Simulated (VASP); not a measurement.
**GaN: single point with r2SCAN**

GaN:

```
Ga N
1.0
     0.00000    2.13524    2.13524
     2.13524    0.00000    2.13524
     2.13524    2.13524    0.00000
Ga N
1 1
Direct
  0.95609 0.95609 0.04391
  0.50000 0.50000 0.50000
```

This cell differs from its parent crystal: all Ga atoms moved +0.188 Å, as atom 1 towards its neighbour atom 2 (N) at 2.135 Å.

| Quantity | Value |
| --- | --- |
| Program | VASP 6.6.1 |
| Task | single point |
| Functional | r2SCAN |
| Potentials or basis | VASP PAW PBE potentials, release 64 (Ga_d, N_h) |
| Cutoff | 1460 eV |
| k mesh | 12 × 12 × 12 |
| Occupations | gaussian, width 0.05 eV |
| Spin | no spin polarisation |
| Dipole correction | no |
| Further INCAR settings | ALGO = Normal; EDIFF = 1e-06; NBANDS = 16 |

| Property | Result |
| --- | --- |
| Pressure | -3.4 GPa |
| Largest force | 0.694 eV/Å |
| Band gap on the k mesh | 0.90 eV (least direct gap 2.82 eV) |

Forces on the atoms (eV/Å):
```
Ga   0.000  0.000  0.694
N    0.000  0.000 -0.694
```

Stress tensor (GPa, compression positive):
```
-8.71  0.00  0.00
 0.00 -8.71  0.00
 0.00  0.00  7.17
```

Levels at points of the mesh, in eV from the valence-band top:
| k point | band 5 | band 6 | band 7 | band 8 | band 9 | band 10 | band 11 | band 12 | band 13 | band 14 |
| --- | --- | --- | --- | --- | --- | --- | --- | --- | --- | --- |
| (0.00, 0.00, 0.00) | -14.38 | -14.34 | -0.54 | -0.43 | -0.43 | 2.39 | 14.56 | 14.56 | 15.25 | 16.76 |
| (0.50, 0.00, 0.00) | -14.20 | -14.14 | -8.18 | -0.34 | -0.23 | 5.28 | 9.21 | 9.67 | 10.53 | 17.06 |
| (0.50, 0.50, 0.00) | -14.15 | -11.65 | -7.07 | -3.02 | -3.02 | 0.97 | 8.46 | 12.83 | 15.28 | 15.28 |
| (0.00, 0.50, 0.50) | -14.15 | -11.69 | -6.99 | -3.02 | -2.90 | 0.90 | 8.15 | 12.72 | 15.48 | 15.64 |

It took 14 min on 1 thread of Intel(R) Xeon(R) Platinum 8259CL CPU @ 2.50GHz (Skylake/Cascade Lake), on a shared host, peak memory 0.45 GiB.

Caveat: the cell differs from its parent crystal (all Ga atoms moved +0.188 Å, as atom 1 towards its neighbour atom 2 (N) at 2.135 Å); the stress differs along the axes, from -9 to 7 GPa; the PAW data sets were made with another functional, which shifts forces and pressure a little. A k mesh can miss the band edges.
